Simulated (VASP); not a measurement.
A run of VASP 6.6.1 is set up as follows.

The input INCAR:

```
PREC = Accurate
ENCUT = 520
EDIFF = 1E-7
ISMEAR = 0
SIGMA = 0.1
LREAL = False
LASPH = True
NELM = 60
ALGO = Fast
ISIF = 2
LWAVE = False
LCHARG = True
GGA = PE
LELF = True
LVHAR = True
NBANDS = 25
```

KPOINTS

```
regular mesh
0
Gamma
  10 10 10
```

File POSCAR:

```
Na3Nb
1.0
    4.7372878012      0.0000000000      0.0000000000
    0.0000000000      4.7372878012      0.0000000000
    0.0000000000      0.0000000000      4.7372878012
Na Nb
3 1
Direct
    0.0000000000      0.5000000000      0.5000000000
    0.5000000000      0.0000000000      0.5000000000
    0.5000000000      0.5000000000      0.0000000000
    0.0000000000      0.0000000000      0.0000000000
```

Potentials or basis: VASP PAW PBE potentials, release 64 (Na_pv, Nb_sv).

Command:

```sh
$ cat potpaw_PBE.64/Na_pv/POTCAR potpaw_PBE.64/Nb_sv/POTCAR > POTCAR
$ mpirun -np 1 vasp_std > vasp.out
```

Problem. What does it give for the band gap on the k mesh?

Solution. Zero (band 17 reaches 3.08 eV, above the bottom of band 18 at 2.24 eV).

Problem. Estimate the pressure.

Solution. 0.0 GPa.
